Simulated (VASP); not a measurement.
Zr2O, 6 atoms in the cell. It takes space group P4_2/nnm (No. 134, tetragonal). The conventional cell has a = 4.656 Å, b = 4.656 Å, c = 4.872 Å, α = 90.00°, β = 90.00°, γ = 90.00°. Zr (site symmetry 2/m) has 2 O at 2.05 Å within 2.7 Å. Within 2.7 Å of O (site symmetry -42m) lie 4 Zr at 2.05 Å.  This cell differs from its parent crystal: strain -0.030 along x and y, +0.015 along z.

```yaml
Program: VASP 6.6.1
Task: single point
Functional: PBEsol
Potentials_or_basis: VASP PAW PBE potentials, release 64 (Zr_sv, O)
Cutoff: 520 eV
k_mesh: 10 × 10 × 10
Occupations: gaussian, width 0.15 eV
Spin: no spin polarisation
Dipole_correction: no
Further_INCAR_settings: ALGO = Normal; EDIFF = 1e-06; NBANDS = 39
```

Potentials or basis: VASP PAW PBE potentials, release 64 (Zr_sv, O).

Run with:

```console
$ cat potpaw_PBE.64/Zr_sv/POTCAR potpaw_PBE.64/O/POTCAR > POTCAR
$ mpirun -np 1 vasp_std > vasp.out
```

Hardware: 1 thread of Intel(R) Xeon(R) Platinum 8259CL CPU @ 2.50GHz (Skylake/Cascade Lake), with other jobs on the host.

Problem. Estimate the wall time of this run.

Solution. Run time: 5.5 min on 1 thread of Intel(R) Xeon(R) Platinum 8259CL CPU @ 2.50GHz (Skylake/Cascade Lake), with other jobs on the host, peak memory 0.47 GiB. Counts: scf iterations 13, k points 126.
